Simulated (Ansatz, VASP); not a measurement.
**Ti2Ga3Cu3Si8 in VASP and in Ansatz**

```
Si Ti Cu Ga
1.0
    -4.15118    3.80109   -3.81275
     4.24175    3.88877    3.80986
     4.01125   -3.79819   -3.66993
Si Ti Cu Ga
8 2 3 3
Direct
  0.14062 0.90270 0.58157
  0.01850 0.22226 0.74797
  0.84890 0.46694 0.74938
  0.72451 0.75374 0.54844
  0.01876 0.01689 0.01266
  0.93566 0.69296 0.14109
  0.49243 0.49331 0.01551
  0.30800 0.86936 0.08858
  0.76697 0.96098 0.26077
  0.24187 0.51933 0.22429
  0.53440 0.03563 0.54098
  0.99645 0.47606 0.47356
  0.52216 0.30231 0.31464
  0.29191 0.29727 0.53767
  0.46574 0.76339 0.76056
  0.68606 0.22989 0.01648
```

Alike in both runs: functional PBE; k mesh 3 × 3 × 3; occupations gaussian, width 0.1 eV; no spin polarisation.

Ansatz relaxed the structure, and its values are those at the end. VASP's run is a single point on that final structure, the one shown.

```csv
,VASP,Ansatz
version,VASP 6.6.1,Ansatz 0.2.0
potentials or method,"VASP PAW PBE potentials, release 64 (Si, Ti_sv, Cu, Ga_d), cutoff 520 eV","scalar-relativistic, plane waves, PAW"
valence electrons in the cell,128,152
```

|  | VASP | Ansatz | Ansatz less VASP |
| --- | --- | --- | --- |
| gap on the k mesh at the Fermi level (eV) | none | none | - |
| pressure (GPa) | 0.2 | 0.0 | -0.14 |
| rms of the force components (eV/Å) | 0.011 | 0.005 | -0.0057 |

A gap of «none» marks a metal or a gap that the smearing closes. VASP's potentials hold 128 valence electrons a cell and Ansatz's 152, so a difference there can come from the potentials and not from the codes.

The k mesh is coarse, so the values compare programs but aren't converged.
